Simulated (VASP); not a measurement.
# In (P6_3/mmc) in VASP: further runs

Runs on In. Level: r2SCAN. Tasks: single point.

All numbers are computed with VASP 6.6.1; they aren't measurements. Logs are shortened: lines on timing, memory, paths and dates and some standing lists are left out, and cuts for length are marked.

**1. The cell of the first run**

The structure is hexagonal, space group P6_3/mmc (No. 194). Conventional cell: a = 3.434 Å, b = 3.434 Å, c = 11.123 Å, α = 90.00°, β = 90.00°, γ = 120.00°. Within 4.5 Å of In (site symmetry -3m) lie 12 In at 3.42 to 3.43 Å. Within 4.5 Å of In (site symmetry -6m2) lie 12 In at 3.42 to 3.43 Å.

This isn't the form of In at room conditions, which is tetragonal.

**2. Single point, r2SCAN (28.39 Å³/atom)**

Input file POSCAR:

```
In
1.0
    3.4336724698      0.0000000000      0.0000000000
   -1.7168362349      2.9736475871      0.0000000000
    0.0000000000      0.0000000000     11.1231595942
In
4
Direct
    1.0000000000      0.0000000000      1.0000000000
    1.0000000000      0.0000000000      0.5000000000
    0.3333333333      0.6666666667      0.2500000000
    0.6666666667      0.3333333333      0.7500000000
```

Input file INCAR.step1:

```
SYSTEM = In
ALGO = Normal ; EDIFF = 1E-4
ENCUT = 520 ; GGA = PE
ISMEAR = -1 ; LASPH = .TRUE.
LCHARG = .FALSE. ; LREAL = .FALSE.
LWAVE = .TRUE. ; NBANDS = 34
NELM = 80 ; PREC = Accurate
SIGMA = 0.1
```

Input file INCAR.step2:

```
SYSTEM = In
ALGO = Normal ; EDIFF = 1E-7
ENCUT = 520 ; ISIF = 2
ISMEAR = -1 ; ISTART = 1
LASPH = .TRUE. ; LCHARG = .FALSE.
LMIXTAU = .TRUE. ; LREAL = .FALSE.
LWAVE = .FALSE. ; METAGGA = R2SCAN
NBANDS = 34 ; NELM = 80
PREC = Accurate ; SIGMA = 0.1
```

Input file KPOINTS:

```
k-points
0
G
  12 12 4
  0 0 0
```

Potentials or basis: VASP PAW PBE potentials, release 64 (In_d).

On the command line:

```
cat potpaw_PBE.64/In_d/POTCAR > POTCAR
cp INCAR.step1 INCAR
mpirun -np 1 vasp_std > vasp.out
cp INCAR.step2 INCAR
mpirun -np 1 vasp_std > vasp.out
```

OUTCAR:

```text
SYSTEM = In
   EDIFF = 1E-7
   ENCUT = 520
   ISIF = 2
   ISMEAR = -1
   ISTART = 1
   LASPH = .TRUE.
   LREAL = .FALSE.
   METAGGA = R2SCAN
   NELM = 80
   PREC = Accurate

 ion  position               nearest neighbor table
   1  0.000  0.000  0.000-   3 3.42   4 3.42   3 3.42   4 3.42   4 3.42   3 3.42
   2  0.000  0.000  0.500-   3 3.42   4 3.42   3 3.42   4 3.42   4 3.42   3 3.42
   3  0.333  0.667  0.250-   1 3.42   2 3.42   1 3.42   2 3.42   1 3.42   2 3.42
   4  0.667  0.333  0.750-   1 3.42   2 3.42   1 3.42   2 3.42   1 3.42   2 3.42

  LATTYP: Found a hexagonal cell.
 ALAT       =     3.4336724698
 C/A-ratio  =     3.2394352379

  Lattice vectors:

 A1 = (   3.4336724698,   0.0000000000,   0.0000000000)
 A2 = (  -1.7168362349,   2.9736475871,   0.0000000000)
 A3 = (   0.0000000000,   0.0000000000,  11.1231595942)

Analysis of symmetry for initial positions (statically):
=====================================================================
 Subroutine PRICEL returns:
 Original cell was already a primitive cell.

 Routine SETGRP: Setting up the symmetry group for a
 hexagonal supercell.

 Subroutine GETGRP returns: Found 24 space group operations
 (whereof 12 operations were pure point group operations)
 out of a pool of 24 trial point group operations.

The static configuration has the point symmetry D_3d.
 The point group associated with its full space group is D_6h.

Analysis of symmetry for dynamics (positions and initial velocities):
=====================================================================
 Subroutine PRICEL returns:
 Original cell was already a primitive cell.

 Routine SETGRP: Setting up the symmetry group for a
 hexagonal supercell.

 Subroutine GETGRP returns: Found 24 space group operations
 (whereof 12 operations were pure point group operations)
 out of a pool of 24 trial point group operations.

The dynamic configuration has the point symmetry D_3d.
 The point group associated with its full space group is D_6h.

 Subroutine INISYM returns: Found 24 space group operations
 (whereof 12 operations are pure point group operations),
 and found     1 'primitive' translations

----------------------------------------------------------------------------------------

                                     Primitive cell

  volume of cell :     113.5734

  direct lattice vectors                    reciprocal lattice vectors
     3.433672470  0.000000000  0.000000000     0.291233369  0.168143664  0.000000000
    -1.716836235  2.973647587  0.000000000     0.000000000  0.336287328  0.000000000
     0.000000000  0.000000000 11.123159594     0.000000000  0.000000000  0.089902513

  length of vectors
     3.433672470  3.433672470 11.123159594     0.336287328  0.336287328  0.089902513

  position of ions in fractional coordinates (direct lattice)
     0.000000000  0.000000000  0.000000000
     0.000000000  0.000000000  0.500000000
     0.333333333  0.666666667  0.250000000
     0.666666667  0.333333333  0.750000000

  ion indices of the primitive-cell ions
   primitive index   ion index
                 1           1
                 2           2
                 3           3
                 4           4

----------------------------------------------------------------------------------------

 KPOINTS: k-points

Automatic generation of k-mesh.
 Grid dimensions read from file:
 generate k-points for:   12   12    4

 Generating k-lattice:

  Cartesian coordinates                     Fractional coordinates (reciprocal lattice)
     0.024269447  0.014011972  0.000000000     0.083333333 -0.000000000  0.000000000
     0.000000000  0.028023944  0.000000000     0.000000000  0.083333333  0.000000000
     0.000000000  0.000000000  0.022475628     0.000000000  0.000000000  0.250000000

  Length of vectors
     0.028023944  0.028023944  0.022475628

  Shift w.r.t. Gamma in fractional coordinates (k-lattice)
     0.000000000  0.000000000  0.000000000

 Subroutine IBZKPT returns following result:
 ===========================================

 Found     57 irreducible k-points:

 Following reciprocal coordinates:
            Coordinates               Weight
  0.000000  0.000000  0.000000      1.000000
  0.083333  0.000000  0.000000      6.000000
  0.166667  0.000000  0.000000      6.000000
  0.250000  0.000000  0.000000      6.000000
  0.333333  0.000000  0.000000      6.000000
  0.416667  0.000000  0.000000      6.000000
[... 16 lines left out ...]
  0.250000  0.000000  0.250000     12.000000
  0.333333  0.000000  0.250000     12.000000
 [... further k-points ...]
   k-points           NKPTS =     57   k-points in BZ     NKDIM =     57   number of bands    NBANDS=     34
   number of dos      NEDOS =    301   number of ions     NIONS =      4
   total plane-waves  NPLWV =  65856
   dimension x,y,z NGX =    28 NGY =   28 NGZ =   84
   dimension x,y,z NGXF=    56 NGYF=   56 NGZF=  168
   ions per type =               4
   NGX,Y,Z   is equivalent  to a cutoff of  13.56, 13.56, 12.55 a.u.
   NGXF,Y,Z  is equivalent  to a cutoff of  27.11, 27.11, 25.11 a.u.
 SYSTEM =  In
   PREC   = accura    normal or accurate (medium, high low for compatibility)
   ISTART =      1    job   : 0-new  1-cont  2-samecut
   ICHARG =      0    charge: 1-file 2-atom 10-const
   ISPIN  =      1    spin polarized calculation?
   LNONCOLLINEAR =      F non collinear calculations
   LSORBIT =      F    spin-orbit coupling
   LASPH  =      T    aspherical Exc in radial PAW
   ENCUT  =  520.0 eV  38.22 Ry    6.18 a.u.   6.38  6.38 20.68*2*pi/ulx,y,z
   NELM   =     80;   NELMIN=  2; NELMDL=  0     # of ELM steps
   EDIFF  = 0.1E-06   stopping-criterion for ELM
   LREAL  =      F    real-space projection
   EDIFFG = 0.1E-05   stopping-criterion for IOM
   NSW    =      0    number of steps for IOM
   IBRION =     -1    ionic relax: 0-MD 1-quasi-New 2-CG
   NFREE  =      0    steps in history (QN), initial steepest desc. (CG)
   ISIF   =      2    stress and relaxation
   ISYM   =      2    0-nonsym 1-usesym 2-fastsym
   POTIM  = 0.5000    time-step for ionic-motion
   TEBEG  =    0.0;   TEEND  =   0.0 temperature during run
   PSTRESS=    0.0 pullay stress
   NELECT =      52.0000    total number of electrons
   NUPDOWN=      -1.0000    fix difference up-down
   EMIN   =  10.00;   EMAX   =-10.00  energy-range for DOS
   EFERMI =   0.00;   METHOD = LEGACY
   ISMEAR =    -1;   SIGMA  =   0.10  broadening in eV -4-tet -1-fermi 0-gaus
   EFERMI_NEDOS =   21; number of points for ismear=-14 and -15
   IALGO  =     38    algorithm
   IMIX   =      4    mixing-type and parameters
     AMIX     =   0.40;   BMIX     =  1.00
     AMIX_MAG =   1.60;   BMIX_MAG =  1.00
  volume/ion in A,a.u.               =      28.39       191.61
  Fermi-wavevector in a.u.,A,eV,Ry     =   1.261780  2.384419 21.661696  1.592090
  Thomas-Fermi vector in A             =   2.395222
   LORBIT       =      0    0 simple, 1 ext, 2 COOP (PROOUT), +10 PAW based schemes
   METAGGA = R2SCAN    functional components
   LHFCALC =     F    Hartree Fock is set to
   AEXX    =    0.0000 exact exchange contribution
   IVDW    =     0    specifies the selected vdW correction
   LEPSILON=     F    determine dielectric tensor
   LRPA    =     F    only Hartree local field effects (RPA)
 non-spin polarized calculation
  energy-cutoff  :      520.00
  volume of cell :      113.57
 maximum number of plane-waves:      3093
 NGX is ok and might be reduce to    28
   NGX = 13   NGY = 13   NGZ = 41

 number of electron      52.0000025 magnetization

 Free energy of the ion-electron system (eV)
  ---------------------------------------------------
  ext. energy  EPLUGINS =         0.00000000
  ---------------------------------------------------
  free energy    TOTEN  =       -90.23010809 eV

  energy without entropy =      -90.17478976  energy(sigma->0) =      -90.20244893

 E-fermi :   6.5678     XC(G=0): -10.6459

 val. band max:        6.5528039257   @ k =   0.1667   0.0000   0.5000
 cond. band min:       6.5811326318   @ k =   0.3333   0.0000   0.2500
 fundamental gap:      0.0283287061
 Fermi energy:         6.5678234489

 k-point     1 :       0.0000    0.0000    0.0000
  band No.  band energies     occupation
      1      -8.6173      2.00000
      2      -8.5921      2.00000
      3      -8.5716      2.00000
      4      -8.5716      2.00000
      5      -8.5671      2.00000
      6      -8.5570      2.00000
[... 26 lines left out ...]
     33      15.7130      0.00000
     34      16.7565      0.00000

 k-point     2 :       0.0833    0.0000    0.0000
  band No.  band energies     occupation
      1      -8.6102      2.00000
      2      -8.5893      2.00000
      3      -8.5780      2.00000
      4      -8.5724      2.00000
      5      -8.5588      2.00000
      6      -8.5564      2.00000
[... 26 lines left out ...]
     33      15.2271      0.00000
     34      15.9644      0.00000

 k-point     3 :       0.1667    0.0000    0.0000
  band No.  band energies     occupation
      1      -8.6232      2.00000
      2      -8.6021      2.00000
      3      -8.5899      2.00000
      4      -8.5616      2.00000
      5      -8.5543      2.00000
      6      -8.5320      2.00000
[... 26 lines left out ...]
     33      14.3148      0.00000
     34      14.5675      0.00000

 k-point     4 :       0.2500    0.0000    0.0000
  band No.  band energies     occupation
      1      -8.6605      2.00000
      2      -8.6257      2.00000
      3      -8.6084      2.00000
      4      -8.5717      2.00000
      5      -8.5589      2.00000
      6      -8.5288      2.00000
[... 26 lines left out ...]
     33      13.3934      0.00000
     34      13.4183      0.00000

 k-point     5 :       0.3333    0.0000    0.0000
  band No.  band energies     occupation
      1      -8.6974      2.00000
      2      -8.6509      2.00000
      3      -8.6272      2.00000
      4      -8.6086      2.00000
      5      -8.5818      2.00000
      6      -8.5470      2.00000
[... 621 lines left out ...]
 k-point    22 :       0.1667    0.0000    0.2500
  band No.  band energies     occupation
      1      -8.6220      2.00000
      2      -8.6096      2.00000
      3      -8.5817      2.00000
      4      -8.5632      2.00000
      5      -8.5503      2.00000
      6      -8.5276      2.00000
[... 26 lines left out ...]
     33      14.2079      0.00000
     34      15.0341      0.00000

 k-point    23 :       0.2500    0.0000    0.2500
  band No.  band energies     occupation
      1      -8.6583      2.00000
      2      -8.6369      2.00000
      3      -8.5956      2.00000
      4      -8.5652      2.00000
      5      -8.5552      2.00000
      6      -8.5350      2.00000
[... 26 lines left out ...]
     33      12.8917      0.00000
     34      14.1742      0.00000

 k-point    24 :       0.3333    0.0000    0.2500
  band No.  band energies     occupation
      1      -8.6934      2.00000
      2      -8.6633      2.00000
      3      -8.6150      2.00000
      4      -8.5989      2.00000
      5      -8.5768      2.00000
      6      -8.5537      2.00000
[... 26 lines left out ...]
     33      12.7023      0.00000
     34      13.4803      0.00000

 [... further k-points ...]

------------------------ aborting loop because EDIFF is reached ----------------------------------------

  FORCE on cell =-STRESS in cart. coord.  units (eV):
  Direction    XX          YY          ZZ          XY          YZ          ZX
  --------------------------------------------------------------------------------------
  -------------------------------------------------------------------------------------
  Total       -1.8598404     -1.8598404     -1.8112158      0.0000000      0.0000000      0.0000000
  in kB      -26.2367314    -26.2367314    -25.5507852      0.0000000      0.0000000      0.0000000
  external PRESSURE =     -26.0080827 kB  Pullay stress =       0.0000000 kB

 VOLUME and BASIS-vectors are now :
 -----------------------------------------------------------------------------
  energy-cutoff  :      520.00
  volume of cell :      113.57
      direct lattice vectors                 reciprocal lattice vectors
     3.433672470  0.000000000  0.000000000     0.291233369  0.168143664  0.000000000
    -1.716836235  2.973647587  0.000000000     0.000000000  0.336287328  0.000000000
     0.000000000  0.000000000 11.123159594     0.000000000  0.000000000  0.089902513

 POSITION                                       TOTAL-FORCE (eV/Angst)
 -----------------------------------------------------------------------------------
      0.00000      0.00000      0.00000         0.000000      0.000000      0.000000
      0.00000      0.00000      5.56158         0.000000      0.000000      0.000000
     -0.00000      1.98243      2.78079        -0.000000     -0.000000     -0.000000
      1.71684      0.99122      8.34237         0.000000      0.000000      0.000000
 -----------------------------------------------------------------------------------
    total drift:                                0.000000     -0.000000      0.000000

  FREE ENERGIE OF THE ION-ELECTRON SYSTEM (eV)
  ---------------------------------------------------
  free  energy   TOTEN  =       -90.2301080896 eV

  energy  without entropy=      -90.1747897641  energy(sigma->0) =      -90.20244893
```

It took 12 min on 1 thread of AMD EPYC 9R45 (Zen 5), shared host; peak memory 0.32 GiB.

Results:

* Free energy: -90.2301 eV
* Pressure: -2.6 GPa
* Band gap on the k mesh: zero (bands 26 and 27 overlap by 4.78 eV)

Caveat: the PAW data sets were made with another functional, which shifts forces and pressure a little; spin-orbit coupling is left out, which moves the levels of the heavy elements.

**3. Single point, r2SCAN (29.44 Å³/atom)**

This run uses another cell than the first one, of 29.44 Å³/atom.

Input file POSCAR:

```
In
1.0
    3.4755506516      0.0000000000      0.0000000000
   -1.7377753258      3.0099151564      0.0000000000
    0.0000000000      0.0000000000     11.2588212521
In
4
Direct
    1.0000000000      0.0000000000      1.0000000000
    1.0000000000      0.0000000000      0.5000000000
    0.3333333333      0.6666666667      0.2500000000
    0.6666666667      0.3333333333      0.7500000000
```

Input file INCAR.step1:

```
SYSTEM = In
PREC = Accurate ; ENCUT = 520
ISMEAR = -1 ; SIGMA = 0.1
LREAL = .False. ; LASPH = .True.
NELM = 100 ; NBANDS = 34
GGA = PE ; ALGO = Normal
EDIFF = 1E-4 ; LWAVE = .True.
LCHARG = .False.
```

Input file INCAR.step2:

```
SYSTEM = In
PREC = Accurate ; ENCUT = 520
EDIFF = 1E-7 ; ISMEAR = -1
SIGMA = 0.1 ; LREAL = .False.
LASPH = .True. ; NELM = 100
ALGO = Normal ; ISIF = 2
LWAVE = .False. ; LCHARG = .True.
METAGGA = R2SCAN ; LMIXTAU = .True.
LELF = .True. ; LVHAR = .True.
NBANDS = 34 ; ISTART = 1
```

Input file KPOINTS:

```
regular mesh
0
Gamma
  12 12 4
  0 0 0
```

Potentials or basis: VASP PAW PBE potentials, release 64 (In_d).

On the command line:

```
cat potpaw_PBE.64/In_d/POTCAR > POTCAR
cp INCAR.step1 INCAR
mpirun -np 1 vasp_std > vasp.out
cp INCAR.step2 INCAR
mpirun -np 1 vasp_std > vasp.out
```

Run time: 13 min. Hardware: 1 thread of AMD EPYC 9R45 (Zen 5), shared host; peak memory 0.33 GiB.

It converged, with:

```yaml
Free_energy: -90.1517 eV
Pressure: -3.5 GPa
Band_gap_on_the_k_mesh: zero (bands 26 and 27 overlap by 4.63 eV)
```

Levels at points of the mesh, in eV from the Fermi level:
```
           k point  band 24  band 25  band 26  band 27  band 28  band 29
(0.00, 0.00, 0.00)    -4.32    -3.02     3.14     3.15     7.91     7.91
(0.50, 0.00, 0.00)    -3.03    -2.79    -2.55     0.17     0.38     1.45
(0.00, 0.00, 0.50)    -6.17    -0.51    -0.51     7.26     7.26     8.15
(0.50, 0.00, 0.50)    -3.78    -1.54    -1.54    -1.13    -1.13     3.42
```

Caveat: the cell stands under tension; the PAW data sets were made with another functional, which shifts forces and pressure a little; spin-orbit coupling is left out, which moves the levels of the heavy elements.

[end of part 1 of 2]

The gap in the log of VASP goes by the Fermi energy; the results here count the filled bands.